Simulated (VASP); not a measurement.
A run of VASP 6.6.1:

INCAR

```
ALGO = Normal
EDIFF = 1E-6
ENCUT = 500
GGA = CA
GGA_COMPAT = F
ISIF = 2
ISMEAR = 0
LASPH = T
LCHARG = F
LREAL = F
LWAVE = F
NBANDS = 16
NELM = 120
PREC = Accurate
SIGMA = 0.05
```

File KPOINTS:

```
k-points
0
Gamma
  14 14 14
```

Contents of POSCAR:

```
ZnS
1.0
    0.0000000000      2.5796204407      2.5796204407
    2.5796204407      0.0000000000      2.5796204407
    2.5796204407      2.5796204407      0.0000000000
Zn S
1 1
Direct
    0.0000000000      0.0000000000      0.0000000000
    0.5000000000      0.5000000000      0.5000000000
```

Potentials or basis: VASP PAW LDA potentials, release 64 (Zn, S).

Launch:

```bash
$ cat potpaw_LDA.64/Zn/POTCAR potpaw_LDA.64/S/POTCAR > POTCAR
$ mpirun -np 1 vasp_std > vasp.out
```

Hardware: 1 thread of Intel(R) Xeon(R) Platinum 8375C CPU @ 2.90GHz (Ice Lake), with other jobs on the host.

Task: Estimate the wall time of this run.

Result: Run time: 64 s on 1 thread of Intel(R) Xeon(R) Platinum 8375C CPU @ 2.90GHz (Ice Lake), with other jobs on the host, peak memory 0.17 GiB. Counts: scf iterations 12, k points 104.
